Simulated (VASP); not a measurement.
A run of VASP 6.6.1:

File INCAR:

```
ALGO = Normal ; EDIFF = 1E-6
ENCUT = 520 ; GGA = PE
ISIF = 2 ; ISMEAR = 0
LASPH = True ; LCHARG = False
LREAL = False ; LWAVE = False
NBANDS = 16 ; NELM = 100
PREC = Accurate ; SIGMA = 0.15
```

File KPOINTS:

```
k-points
0
Gamma
  18 18 10
```

File POSCAR:

```
Ir
1.0
    2.6929000000      0.0000000000      0.0000000000
   -1.3464500000      2.3321198099      0.0000000000
    0.0000000000      0.0000000000      4.3342000000
Ir
2
Direct
    0.6666666667      0.3333333333      0.7500000000
    0.3333333333      0.6666666667      0.2500000000
```

Potentials or basis: VASP PAW PBE potentials, release 64 (Ir).

Run with:

```bash
$ cat potpaw_PBE.64/Ir/POTCAR > POTCAR
$ mpirun -np 1 vasp_std > vasp.out
```

Hardware: 1 thread of AMD EPYC 9R45 96-Core Processor (Zen 5), on a shared host.

Task: How long does it take, and how much memory?

Result: It took 27 s on 1 thread of AMD EPYC 9R45 96-Core Processor (Zen 5) (shared host), peak memory 0.17 GiB. Counts: scf iterations 12, k points 222.
